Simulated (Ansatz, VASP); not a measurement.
# One calculation of Ta, two programs

```xyz
2
Lattice="0.0000 2.4306 2.4306 2.4306 0.0000 2.4306 2.4306 2.4306 0.0000" Properties=species:S:1:pos:R:3 pbc="T T T"
Ta   -0.6076   -0.6076   -0.6076
Ta    0.6076    0.6076    0.6076
```

Change from the starting cell: volume scaled by 0.55, PAW files.

Alike in both runs: task single point; functional LDA; k mesh 13 × 13 × 13; occupations fermi-dirac, width 0.08 eV; no spin polarisation.

```csv
,VASP,Ansatz
version,VASP 6.6.1,Ansatz 0.2.0
potentials or method,"VASP PAW LDA potentials, release 64 (Ta_pv)","PAW with Ansatz's default frozen-core files, scalar-relativistic"
plane-wave cutoff (eV),520,420
valence electrons in the cell,22,26
```

|  | VASP | Ansatz | Ansatz less VASP |
| --- | --- | --- | --- |
| pressure (GPa) | 166.9 | 163.8 | -3.10 |

LDA's correlation is that of Perdew and Zunger in VASP and of Perdew and Wang (1992) in Ansatz. Both programs put the cell under a high pressure, so it lies far from rest at this level. VASP's potentials hold 22 valence electrons a cell and Ansatz's 26, so a difference there can come from the potentials and not from the codes.

Neither program's run includes spin-orbit coupling. Noted on VASP's run: the cell as given lies far from equilibrium.
